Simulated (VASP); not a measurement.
Ni, 1 atom in the cell. It takes space group Im-3m (No. 229, cubic). Conventional cell: a = 2.767 Å, b = 2.767 Å, c = 2.767 Å, α = 90.00°, β = 90.00°, γ = 90.00°. Within 3.2 Å of Ni (site symmetry m-3m) lie 14 Ni at 2.40 to 2.77 Å. 

| Quantity | Value |
| --- | --- |
| Program | VASP 6.6.1 |
| Task | single point |
| Functional | LDA |
| Potentials or basis | VASP PAW LDA potentials, release 64 (Ni) |
| Cutoff | 520 eV |
| k mesh | 17 × 17 × 17 |
| Occupations | fermi-dirac, width 0.05 eV |
| Spin | collinear spin, ferromagnetic start |
| Starting moments | [0.09] μB |
| Fixed moment | 0.09 μB |
| Dipole correction | no |
| Further INCAR settings | ALGO = Normal; EDIFF = 1e-07; NBANDS = 15 |

Potentials or basis: VASP PAW LDA potentials, release 64 (Ni).

Command:

```sh
$ cat potpaw_LDA.64/Ni/POTCAR > POTCAR
$ mpirun -np 1 vasp_std > vasp.out
```

Hardware: 1 thread of Intel(R) Xeon(R) Platinum 8488C (Sapphire Rapids) (shared host).

Problem. How long does it take, and how much memory?

Solution. It took 36 s on 1 thread of Intel(R) Xeon(R) Platinum 8488C (Sapphire Rapids), on a shared host, peak memory 0.15 GiB. Counts: scf iterations 13, k points 165.
